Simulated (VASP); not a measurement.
# Si6SbO16 (a cell with a defect) in VASP: a series of runs, part 2 of 2

VASP 6.6.1. The steps go on from the part before.

**3. Single point, LDA**

INCAR reads:

```
ALGO = Normal
EDIFF = 1E-6
ENCUT = 520
GGA = CA
ISIF = 2
ISMEAR = -1
LASPH = T
LCHARG = F
LREAL = Auto
LWAVE = F
NBANDS = 80
NELECT = 124.0
NELM = 60
PREC = Accurate
SIGMA = 0.02
```

KPOINTS reads:

```
k-points
0
Gamma
  2 2 2
```

POSCAR reads:

```
Si6SbO16
1.0
   -4.1043000000     -4.1043000000      0.0000000000
    4.1043000000     -4.1043000000      0.0000000000
    0.0000000000      0.0000000000      5.2834000000
Si O Sb
6 16 1
Direct
    0.0000000000      0.5000000000      0.2558244536
    0.0000000000      0.5000000000      0.7441755464
    0.0000000000      0.0000000000      0.0000000000
    0.5000000000      0.0000000000      0.2539208654
    0.0000000000      0.0000000000      0.5000000000
    0.5000000000      0.0000000000      0.7460791346
    0.1797417610      0.5000000000      0.0000000000
    0.0000000000      0.1952525476      0.2504660771
    0.8202582390      0.5000000000      0.0000000000
    0.0000000000      0.8047474524      0.2504660771
    0.1902443784      0.5000000000      0.5000000000
    0.0000000000      0.1952525476      0.7495339229
    0.8097556216      0.5000000000      0.5000000000
    0.0000000000      0.8047474524      0.7495339229
    0.6973682309      0.0000000000      0.0000000000
    0.5000000000      0.7140019002      0.2734539460
    0.3026317691      0.0000000000      0.0000000000
    0.5000000000      0.2859980998      0.2734539460
    0.7006543931      0.0000000000      0.5000000000
    0.5000000000      0.7140019002      0.7265460540
    0.2993456069      0.0000000000      0.5000000000
    0.5000000000      0.2859980998      0.7265460540
    0.5000000000      0.5000000000      0.0000000000
```

Potentials or basis: VASP PAW LDA potentials, release 64 (Si, O, Sb).

On the command line:

```console
cat potpaw_LDA.64/Si/POTCAR potpaw_LDA.64/O/POTCAR potpaw_LDA.64/Sb/POTCAR > POTCAR
mpirun -np 1 vasp_std > vasp.out
```

OUTCAR:

```text
EDIFF = 1E-6
   ENCUT = 520
   GGA = CA
   ISIF = 2
   ISMEAR = -1
   LASPH = T
   LREAL = Auto
   NELECT = 124.0
   NELM = 60
   PREC = Accurate

 ion  position               nearest neighbor table
   1  0.000  0.500  0.256-  11 1.70  13 1.70   7 1.71   9 1.71   8 1.77  10 1.77   2 2.58   2 2.70
                            23 3.20  23 3.20
   2  0.000  0.500  0.744-  11 1.70  13 1.70   7 1.71   9 1.71  12 1.77  14 1.77   1 2.58   1 2.70
                            23 3.20  23 3.20
   3  0.000  0.000  0.000-   8 1.74  10 1.74  12 1.74  14 1.74  15 1.76  17 1.76   5 2.64   5 2.64
[... 9 lines left out ...]
   9  0.820  0.500  0.000-   1 1.71   2 1.71  23 1.86
  10  0.000  0.805  0.250-   5 1.74   3 1.74   1 1.77
  11  0.190  0.500  0.500-   1 1.70   2 1.70
  12  0.000  0.195  0.750-   5 1.74   3 1.74   2 1.77
  13  0.810  0.500  0.500-   1 1.70   2 1.70
  14  0.000  0.805  0.750-   5 1.74   3 1.74   2 1.77
  15  0.697  0.000  0.000-   3 1.76   4 1.76   6 1.76
  16  0.500  0.714  0.273-   4 1.66  23 1.91
  17  0.303  0.000  0.000-   3 1.76   4 1.76   6 1.76
  18  0.500  0.286  0.273-   4 1.66  23 1.91
  19  0.701  0.000  0.500-   5 1.74   4 1.75   6 1.75
[... 221 lines left out ...]

 k-point     1 :       0.0000    0.0000    0.0000
  band No.  band energies     occupation
      1     -14.7542      2.00000
      2     -13.1419      2.00000
      3     -12.4099      2.00000
      4     -11.7682      2.00000
      5     -11.7619      2.00000
      6     -11.4093      2.00000
[... 605 lines left out ...]
     73      18.8528      0.00000
     74      19.1112      0.00000
 [bands above 74 left out]

------------------------ aborting loop because EDIFF is reached ----------------------------------------

  FORCE on cell =-STRESS in cart. coord.  units (eV):
  Direction    XX          YY          ZZ          XY          YZ          ZX
  --------------------------------------------------------------------------------------
  -------------------------------------------------------------------------------------
  Total       21.3168627     21.3168627     13.4564160      3.5394512      0.0000000      0.0000000
  in kB      191.8722587    191.8722587    121.1206809     31.8584639      0.0000000      0.0000000
  external PRESSURE =     168.2883994 kB  Pullay stress =       0.0000000 kB

 VOLUME and BASIS-vectors are now :
 -----------------------------------------------------------------------------
  energy-cutoff  :      520.00
  volume of cell :      178.00
      direct lattice vectors                 reciprocal lattice vectors
    -4.104300000 -4.104300000  0.000000000    -0.121823453 -0.121823453  0.000000000
     4.104300000 -4.104300000  0.000000000     0.121823453 -0.121823453  0.000000000
     0.000000000  0.000000000  5.283400000     0.000000000  0.000000000  0.189272060

 POSITION                                       TOTAL-FORCE (eV/Angst)
 -----------------------------------------------------------------------------------
      2.05215     -2.05215      1.35162        -0.000000     -0.000000     -0.079935
      2.05215     -2.05215      3.93178         0.000000      0.000000      0.079935
      0.00000      0.00000      0.00000         0.000000     -0.000000      0.000000
     -2.05215     -2.05215      1.34157         0.000000      0.000000      0.023406
      0.00000      0.00000      2.64170         0.000000     -0.000000      0.000000
     -2.05215     -2.05215      3.94183        -0.000000     -0.000000     -0.023406
[... 15 lines left out ...]
     -0.87833     -3.22597      3.83863        -0.069869      0.069869     -0.190477
      0.00000     -4.10430      0.00000         0.000000      0.000000      0.000000
 -----------------------------------------------------------------------------------
    total drift:                                0.000000     -0.000000     -0.000000

  FREE ENERGIE OF THE ION-ELECTRON SYSTEM (eV)
  ---------------------------------------------------
  free  energy   TOTEN  =      -188.3233182967 eV

  energy  without entropy=     -188.3113808892  energy(sigma->0) =     -188.31734959
```

OSZICAR:

```text
N       E                     dE             d eps       ncg     rms          rms(c)
DAV:   1     0.711692574123E+03    0.71169E+03   -0.69245E+04  1280   0.152E+03
DAV:   2    -0.160715250421E+03   -0.87241E+03   -0.85494E+03  1576   0.340E+02
DAV:   3    -0.203543506229E+03   -0.42828E+02   -0.42310E+02  1520   0.798E+01
DAV:   4    -0.204164527054E+03   -0.62102E+00   -0.61894E+00  1512   0.105E+01
DAV:   5    -0.204176999367E+03   -0.12472E-01   -0.12461E-01  1472   0.145E+00    0.361E+01
DAV:   6    -0.189015149918E+03    0.15162E+02   -0.53072E+01  1472   0.267E+01    0.192E+01
DAV:   7    -0.190092465055E+03   -0.10773E+01   -0.17288E+01  1552   0.111E+01    0.141E+01
DAV:   8    -0.189151544700E+03    0.94092E+00   -0.31045E+01  1632   0.849E+00    0.933E+00
DAV:   9    -0.188443966220E+03    0.70758E+00   -0.38820E+00  1560   0.612E+00    0.411E+00
DAV:  10    -0.188335231196E+03    0.10874E+00   -0.73702E-01  1520   0.297E+00    0.141E+00
DAV:  11    -0.188325435689E+03    0.97955E-02   -0.47592E-02  1512   0.101E+00    0.607E-01
DAV:  12    -0.188323721038E+03    0.17147E-02   -0.72408E-03  1488   0.375E-01    0.305E-01
DAV:  13    -0.188323337426E+03    0.38361E-03   -0.14432E-03  1504   0.182E-01    0.139E-01
DAV:  14    -0.188323342452E+03   -0.50257E-05   -0.44010E-04  1496   0.816E-02    0.619E-02
DAV:  15    -0.188323322919E+03    0.19532E-04   -0.60074E-05  1496   0.382E-02    0.261E-02
DAV:  16    -0.188323319851E+03    0.30686E-05   -0.12182E-05  1488   0.172E-02    0.162E-02
DAV:  17    -0.188323318394E+03    0.14565E-05   -0.38009E-06  1112   0.738E-03    0.582E-03
DAV:  18    -0.188323318297E+03    0.97481E-07   -0.10849E-06   896   0.519E-03
   1 F= -.18832332E+03 E0= -.18831735E+03  d E =-.119374E-01
```

stdout:

```text
POSCAR found type information on POSCAR SiO Sb
 POSCAR found :  3 types and      23 ions
 scaLAPACK will be used
 LDA part: xc-table for (Slater(with rela. corr.)+CA(PZ))
 , standard interpolation
 POSCAR, INCAR and KPOINTS ok, starting setup
 FFT: planning ... GRIDC
 FFT: planning ... GRID_SOFT
 FFT: planning ... GRID
 WAVECAR not read
 entering main loop
 the old and the new charge density differ
 old charge density:   125.00000 new  124.00000
    0.361E+01
```

Wall time 2.3 min (1 thread of Intel Xeon Platinum 8488C (Sapphire Rapids), shared host); peak memory 0.27 GiB.

What came out:

| Property | Result |
| --- | --- |
| Free energy | -188.3233 eV |
| Largest force | 0.298 eV/Å |

Forces in eV/Å, atoms in the order of the input:
```
Si   0.000  0.000 -0.080
Si   0.000  0.000  0.080
Si   0.000  0.000  0.000
Si   0.000  0.000  0.023
Si   0.000  0.000  0.000
Si   0.000  0.000 -0.023
O    0.211  0.211  0.000
O    0.024 -0.024 -0.002
O   -0.211 -0.211  0.000
O   -0.024  0.024 -0.002
O   -0.072 -0.072  0.000
O    0.024 -0.024  0.002
O    0.072  0.072  0.000
O   -0.024  0.024  0.002
O    0.001  0.001  0.000
O    0.070 -0.070  0.190
O   -0.001 -0.001  0.000
O   -0.070  0.070  0.190
O   -0.014 -0.014  0.000
O    0.070 -0.070 -0.190
O    0.014  0.014  0.000
O   -0.070  0.070 -0.190
Sb   0.000  0.000  0.000
```

Caveat: the k points lie up to 0.59 Å⁻¹ apart; the cell carries a net charge on a neutralising background, which shifts energy and pressure; the cell is charged against a uniform background, so pressure and absolute levels hang on convention.
